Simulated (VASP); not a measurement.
# WC (P-6m2) in VASP: a series of runs, part 2 of 2

VASP 6.6.1. Earlier steps stand in the parts before.

**5. Single point, PBEsol, non-collinear spin, zero start, spin-orbit coupling**

This run uses another cell than the first one, of 10.38 Å³/atom.

The input, INCAR:

```
SYSTEM = WC
PREC = Accurate ; ENCUT = 520
EDIFF = 1E-7 ; ISMEAR = 0
SIGMA = 0.05 ; LREAL = .FALSE.
LASPH = .TRUE. ; NELM = 150
ALGO = Normal ; ISIF = 2
LWAVE = .FALSE. ; LCHARG = .TRUE.
LNONCOLLINEAR = .TRUE. ; MAGMOM = 0 0 0 0 0 0
LORBIT = 11 ; LSORBIT = .TRUE.
GGA_COMPAT = .FALSE. ; LORBMOM = .TRUE.
LMAXMIX = 4 ; GGA = PS
LVHAR = .TRUE. ; NBANDS = 30
```

The input, KPOINTS:

```
Automatic mesh
0
G
  17 17 15
  0 0 0
```

The input, POSCAR:

```
WC
1.0
    2.9065000000      0.0000000000      0.0000000000
   -1.4532500000      2.5171028361      0.0000000000
    0.0000000000      0.0000000000      2.8366000000
W C
1 1
Direct
    0.0000000000      0.0000000000      0.0000000000
    0.6666666667      0.3333333333      0.5000000000
```

Potentials or basis: VASP PAW PBE potentials, release 64 (W_sv, C).

Command:

```bash
cat potpaw_PBE.64/W_sv/POTCAR potpaw_PBE.64/C/POTCAR > POTCAR
mpirun -np 1 vasp_ncl > vasp.out
```

OUTCAR:

```text
SYSTEM = WC
   PREC = Accurate
   ENCUT = 520
   EDIFF = 1E-7
   ISMEAR = 0
   LREAL = .FALSE.
   LASPH = .TRUE.
   NELM = 150
   ISIF = 2
   LNONCOLLINEAR = .TRUE.
   LORBIT = 11
   LSORBIT = .TRUE.
   GGA = PS

 ion  position               nearest neighbor table
   1  0.000  0.000  0.000-   2 2.20   2 2.20   2 2.20   2 2.20   2 2.20   2 2.20
   2  0.667  0.333  0.500-   1 2.20   1 2.20   1 2.20   1 2.20   1 2.20   1 2.20

  LATTYP: Found a hexagonal cell.
 ALAT       =     2.9065000000
 C/A-ratio  =     0.9759504559

  Lattice vectors:

 A1 = (   2.9065000000,   0.0000000000,   0.0000000000)
 A2 = (  -1.4532500000,   2.5171028361,   0.0000000000)
 A3 = (   0.0000000000,   0.0000000000,   2.8366000000)

Analysis of symmetry for initial positions (statically):
=====================================================================
 Subroutine PRICEL returns:
 Original cell was already a primitive cell.

 Routine SETGRP: Setting up the symmetry group for a
 hexagonal supercell.

 Subroutine GETGRP returns: Found 12 space group operations
 (whereof 12 operations were pure point group operations)
 out of a pool of 24 trial point group operations.

[... 1057 lines left out ...]
     0.0000000     0.0000000     0.0000000     0.0000000     0.0000000     0.0000000     0.0000000
     0.0000000     0.0000000     0.0000000     0.0000000     0.0000000     0.0000000     0.0000000
     0.0000000     0.0000000     0.0000000     0.0000000     0.0000000     0.0000000     0.0000000
     0.0000000     0.0000000     0.0000000     0.0000000     0.0000000     0.0000000     0.0000000

 Ion:    2  E_soc:     -0.0002796
 l=   1
     0.0000000    -0.0000485    -0.0000429
    -0.0000485     0.0000000    -0.0000485
    -0.0000429    -0.0000485     0.0000000
 l=   2
     0.0000000     0.0000000     0.0000000     0.0000000     0.0000000
     0.0000000     0.0000000     0.0000000     0.0000000     0.0000000
     0.0000000     0.0000000     0.0000000     0.0000000     0.0000000
     0.0000000     0.0000000     0.0000000     0.0000000     0.0000000
     0.0000000     0.0000000     0.0000000     0.0000000     0.0000000
 l=   3
     0.0000000     0.0000000     0.0000000     0.0000000     0.0000000     0.0000000     0.0000000
     0.0000000     0.0000000     0.0000000     0.0000000     0.0000000     0.0000000     0.0000000
     0.0000000     0.0000000     0.0000000     0.0000000     0.0000000     0.0000000     0.0000000
     0.0000000     0.0000000     0.0000000     0.0000000     0.0000000     0.0000000     0.0000000
     0.0000000     0.0000000     0.0000000     0.0000000     0.0000000     0.0000000     0.0000000
     0.0000000     0.0000000     0.0000000     0.0000000     0.0000000     0.0000000     0.0000000
     0.0000000     0.0000000     0.0000000     0.0000000     0.0000000     0.0000000     0.0000000

 total charge

# of ion       s       p       d       tot
------------------------------------------
    1        2.351   6.432   3.428  12.211
    2        0.848   1.561   0.000   2.409
--------------------------------------------------
tot          3.199   7.992   3.428  14.620

 magnetization (x)

# of ion       s       p       d       tot
------------------------------------------
    1        0.000   0.000   0.000   0.000
    2       -0.000  -0.000   0.000  -0.000
--------------------------------------------------
tot         -0.000  -0.000   0.000  -0.000

 magnetization (y)

# of ion       s       p       d       tot
------------------------------------------
    1        0.000   0.000   0.000   0.000
    2       -0.000  -0.000   0.000  -0.000
--------------------------------------------------
tot         -0.000   0.000   0.000   0.000

 magnetization (z)

# of ion       s       p       d       tot
------------------------------------------
    1        0.000   0.000   0.000   0.000
    2        0.000   0.000   0.000   0.000
--------------------------------------------------
tot          0.000   0.000   0.000   0.000
```

Run time: 14 min. Hardware: 1 thread of Intel Xeon 8259CL, shared host; peak memory 0.51 GiB.

What came out:

* Free energy: -24.6538 eV
* Pressure: -1.6 GPa
* Net moment: 0.00 μB per cell
* Valence electrons inside the program's atomic spheres: W 12.21; C 2.41

Moments on the atoms (μB; x, y, z):
```
W   0.00 0.00 0.00
C   0.00 0.00 0.00
```

Caveat: the PAW data sets were made with another functional, which shifts forces and pressure a little.

**6. Single point, PBE+D3(BJ)+U**

This run uses another cell than the first one, of 10.38 Å³/atom.

The input, INCAR:

```
SYSTEM = WC
PREC = Accurate
ENCUT = 600
EDIFF = 1E-6
ISMEAR = -1
SIGMA = 0.05
LREAL = .FALSE.
LASPH = .TRUE.
NELM = 200
ALGO = Normal
ISIF = 2
LWAVE = .FALSE.
LCHARG = .TRUE.
LMAXMIX = 4
LDAU = .TRUE.
LDAUTYPE = 2
LDAUL = 2 -1
LDAUU = 7 0
LDAUJ = 0 0
LDAUPRINT = 1
GGA = PE
IVDW = 12
LELF = .TRUE.
LVHAR = .TRUE.
NBANDS = 16
GGA_COMPAT = .FALSE.
```

The input, KPOINTS:

```
regular mesh
0
G
  10 10 9
  0 0 0
```

POSCAR is that of step 5.

Potentials or basis: VASP PAW PBE potentials, release 64 (W_sv, C).

Command:

```bash
cat potpaw_PBE.64/W_sv/POTCAR potpaw_PBE.64/C/POTCAR > POTCAR
mpirun -np 1 vasp_std > vasp.out
```

Run time: 9 s. Hardware: 1 thread of Intel Xeon 6975P-C (Granite Rapids), shared host; peak memory 0.16 GiB.

The run converged, but its numbers aren't listed here, since they failed a check.

Caveat: the cell stands under pressure; spin-orbit coupling is left out, which moves the levels of the heavy elements; U without spin polarisation on a metal has little footing; the U is typed as a test and isn't derived for this compound.

**7. The runs side by side**

```csv
level,potentials or basis,spin,cell,k mesh,cutoff (eV),smearing,grid for exact exchange (PRECFOCK),share of exact exchange,screening parameter,gap on the mesh (eV),pressure (GPa)
HSE06,"VASP PAW PBE potentials, release 64 (W_sv, C)",off,"a = 2.867, b = 2.867, c = 2.798 Å, angles 90.0, 90.0, 120.0°, 2 atoms",6 × 6 × 6,520,fermi-dirac 0.05 eV,Normal,0.25,0.2079 1/Å,none,15.2
PBE,"VASP PAW PBE potentials, release 64 (W_sv, C_h)",off,"a = 2.909, b = 2.909, c = 2.836 Å, angles 90.0, 90.0, 120.0°, 2 atoms",10 × 10 × 9,910,fermi-dirac 0.05 eV,-,-,-,none,6.0
PBEsol,"VASP PAW PBE potentials, release 64 (W_sv, C)","non-collinear, zero start, SOC","a = 2.906, b = 2.907, c = 2.837 Å, angles 90.0, 90.0, 120.0°, 2 atoms",17 × 17 × 15,520,gaussian 0.05 eV,-,-,-,-,-1.6
```

Alike in all rows: task single point.

Caveats: some runs use coarse meshes; the PAW data sets were made with another functional, which shifts forces and pressure a little (at least some runs); spin-orbit coupling is left out, which moves the levels of the heavy elements (at least some runs); the cell stands under pressure (at least some runs).

Absolute energies hang on the potentials; compare differences alone.
